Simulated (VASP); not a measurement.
# RbMg2 (P6/mmm) in VASP: further runs, part 2 of 2

VASP 6.6.1. Earlier steps stand in the parts before.

**3. Single point, PBE**

This run uses another cell than the first one, of 36.93 Å³/atom, 0.920 times its volume.

Contents of INCAR:

```
SYSTEM = RbMg2
  ALGO = Fast
  EDIFF = 1E-6
  ENCUT = 520
  GGA = PE
  ISIF = 2
  ISMEAR = 0
  LASPH = .TRUE.
  LCHARG = .FALSE.
  LREAL = .FALSE.
  LWAVE = .FALSE.
  NBANDS = 14
  NELM = 80
  PREC = Accurate
  SIGMA = 0.1
```

Contents of KPOINTS:

```
k-points
0
G
  12 12 12
  0 0 0
```

Contents of POSCAR:

```
RbMg2
1.0
    5.9232974137      0.0000000001      0.0000000000
   -2.9616487069      5.1297260344      0.0000000000
    0.0000000000      0.0000000000      3.6463964982
Rb Mg
1 2
Direct
    0.0000000000      0.0000000000      0.0000000000
    0.3333333333      0.6666666667      0.5000000000
    0.6666666667      0.3333333333      0.5000000000
```

Potentials or basis: VASP PAW PBE potentials, release 64 (Rb_sv, Mg).

Launch:

```console
cat potpaw_PBE.64/Rb_sv/POTCAR potpaw_PBE.64/Mg/POTCAR > POTCAR
mpirun -np 1 vasp_std > vasp.out
```

OUTCAR:

```text
SYSTEM = RbMg2
   EDIFF = 1E-6
   ENCUT = 520
   GGA = PE
   ISIF = 2
   ISMEAR = 0
   LASPH = .TRUE.
   LREAL = .FALSE.
   NELM = 80
   PREC = Accurate

 ion  position               nearest neighbor table
   1  0.000  0.000  0.000-   2 3.88   3 3.88   2 3.88   3 3.88   2 3.88   2 3.88   3 3.88   3 3.88
                             3 3.88   3 3.88   2 3.88   2 3.88
   2  0.333  0.667  0.500-   3 3.42   3 3.42   3 3.42   1 3.88   1 3.88   1 3.88   1 3.88   1 3.88
                             1 3.88
   3  0.667  0.333  0.500-   2 3.42   2 3.42   2 3.42   1 3.88   1 3.88   1 3.88   1 3.88   1 3.88
                             1 3.88

  LATTYP: Found a hexagonal cell.
 ALAT       =     5.9232974137
 C/A-ratio  =     0.6156024666

  Lattice vectors:

 A1 = (   5.9232974137,   0.0000000001,   0.0000000000)
 A2 = (  -2.9616487069,   5.1297260344,   0.0000000000)
 A3 = (   0.0000000000,   0.0000000000,   3.6463964982)

Analysis of symmetry for initial positions (statically):
=====================================================================
 Subroutine PRICEL returns:
 Original cell was already a primitive cell.

 Routine SETGRP: Setting up the symmetry group for a
 hexagonal supercell.

 Subroutine GETGRP returns: Found 24 space group operations
 (whereof 24 operations were pure point group operations)
 out of a pool of 24 trial point group operations.

The static configuration has the point symmetry D_6h.

Analysis of symmetry for dynamics (positions and initial velocities):
=====================================================================
 Subroutine PRICEL returns:
 Original cell was already a primitive cell.

 Routine SETGRP: Setting up the symmetry group for a
 hexagonal supercell.

 Subroutine GETGRP returns: Found 24 space group operations
 (whereof 24 operations were pure point group operations)
 out of a pool of 24 trial point group operations.

The dynamic configuration has the point symmetry D_6h.

 Subroutine INISYM returns: Found 24 space group operations
 (whereof 24 operations are pure point group operations),
 and found     1 'primitive' translations

[... 131 lines left out ...]
  volume of cell :      110.80
 maximum number of plane-waves:      3018
 NGX is ok and might be reduce to    48
   NGX = 21   NGY = 21   NGZ = 13

 number of electron      13.0000000 magnetization

 Free energy of the ion-electron system (eV)
  ---------------------------------------------------
  ext. energy  EPLUGINS =         0.00000000
  ---------------------------------------------------
  free energy    TOTEN  =        -3.09836581 eV

  energy without entropy =       -3.08676194  energy(sigma->0) =       -3.09256388

 E-fermi :   1.2673     XC(G=0):  -7.4483

 val. band max:        1.2592992555   @ k =   0.2500   0.0000   0.4167
 cond. band min:       1.2785589400   @ k =   0.0833   0.0000   0.2500
 fundamental gap:      0.0192596845
 Fermi energy:         1.2673276395

 k-point     1 :       0.0000    0.0000    0.0000
  band No.  band energies     occupation
      1     -26.7632      2.00000
      2     -10.8860      2.00000
      3     -10.8860      2.00000
      4     -10.5636      2.00000
      5      -3.4425      2.00000
      6       1.1571      1.88103
      7       1.1571      1.88103
      8       1.3461      0.26516
      9       3.5912      0.00000
     10       3.6870      0.00000
     11       3.6870      0.00000
     12       7.2473      0.00000
     13       8.3288      0.00000
     14       8.5389      0.00000
[... 377 lines left out ...]
      1     -26.7578      2.00000
      2     -10.9031      2.00000
      3     -10.8828      2.00000
      4     -10.6276      2.00000
      5      -2.6661      2.00000
      6      -0.9285      2.00000
      7       1.2369      1.33283
      8       1.8937      0.00000
      9       4.2802      0.00000
     10       4.3746      0.00000
     11       5.2240      0.00000
     12       6.1269      0.00000
     13       7.3815      0.00000
     14       7.7249      0.00000

 [... further k-points ...]

------------------------ aborting loop because EDIFF is reached ----------------------------------------

  FORCE on cell =-STRESS in cart. coord.  units (eV):
  Direction    XX          YY          ZZ          XY          YZ          ZX
  --------------------------------------------------------------------------------------
  -------------------------------------------------------------------------------------
  Total       -0.0107179     -0.0107179     -0.0060130     -0.0000000      0.0000000     -0.0000000
  in kB       -0.1549888     -0.1549888     -0.0869524     -0.0000000      0.0000000     -0.0000000
  external PRESSURE =      -0.1323100 kB  Pullay stress =       0.0000000 kB

 VOLUME and BASIS-vectors are now :
 -----------------------------------------------------------------------------
  energy-cutoff  :      520.00
  volume of cell :      110.80
      direct lattice vectors                 reciprocal lattice vectors
     5.923297414  0.000000000  0.000000000     0.168824884  0.097471092  0.000000000
    -2.961648707  5.129726034  0.000000000    -0.000000000  0.194942185  0.000000000
     0.000000000  0.000000000  3.646396498     0.000000000  0.000000000  0.274243352

 POSITION                                       TOTAL-FORCE (eV/Angst)
 -----------------------------------------------------------------------------------
      0.00000      0.00000      0.00000        -0.000000      0.000000      0.000000
     -0.00000      3.41982      1.82320        -0.000000      0.000000      0.000000
      2.96165      1.70991      1.82320         0.000000      0.000000     -0.000000
 -----------------------------------------------------------------------------------
    total drift:                                0.000000     -0.000000     -0.000000

  FREE ENERGIE OF THE ION-ELECTRON SYSTEM (eV)
  ---------------------------------------------------
  free  energy   TOTEN  =        -3.0983658117 eV

  energy  without entropy=       -3.0867619445  energy(sigma->0) =       -3.09256388
```

OSZICAR:

```text
N       E                     dE             d eps       ncg     rms          rms(c)
DAV:   1     0.472613913482E+02    0.47261E+02   -0.44569E+03  3724   0.704E+02
DAV:   2     0.748056944783E+00   -0.46513E+02   -0.44339E+02  4688   0.120E+02
DAV:   3    -0.293902499656E+01   -0.36871E+01   -0.36687E+01  5162   0.314E+01
DAV:   4    -0.310299900368E+01   -0.16397E+00   -0.16386E+00  5488   0.600E+00
DAV:   5    -0.310567517976E+01   -0.26762E-02   -0.26761E-02  5210   0.754E-01    0.360E+00
RMM:   6    -0.310205224253E+01    0.36229E-02   -0.59186E-03  3923   0.459E-01    0.220E+00
RMM:   7    -0.309834737977E+01    0.37049E-02   -0.14067E-02  4384   0.718E-01    0.110E-01
RMM:   8    -0.309833590750E+01    0.11472E-04   -0.13699E-03  5388   0.208E-01    0.243E-02
RMM:   9    -0.309835975231E+01   -0.23845E-04   -0.22728E-04  6080   0.739E-02    0.161E-02
RMM:  10    -0.309836354363E+01   -0.37913E-05   -0.52954E-05  6350   0.282E-02    0.886E-03
RMM:  11    -0.309836542390E+01   -0.18803E-05   -0.14130E-05  5771   0.180E-02    0.363E-03
RMM:  12    -0.309836581168E+01   -0.38779E-06   -0.64045E-06  4725   0.944E-03
   1 F= -.30983658E+01 E0= -.30925639E+01  d E =-.116039E-01
```

It took 2.7 min on 1 thread of Intel Xeon Platinum 8375C at 2.90GHz (Ice Lake), shared host; peak memory 0.4 GiB.

Results:

* Free energy: -3.0984 eV
* Pressure: 0.0 GPa
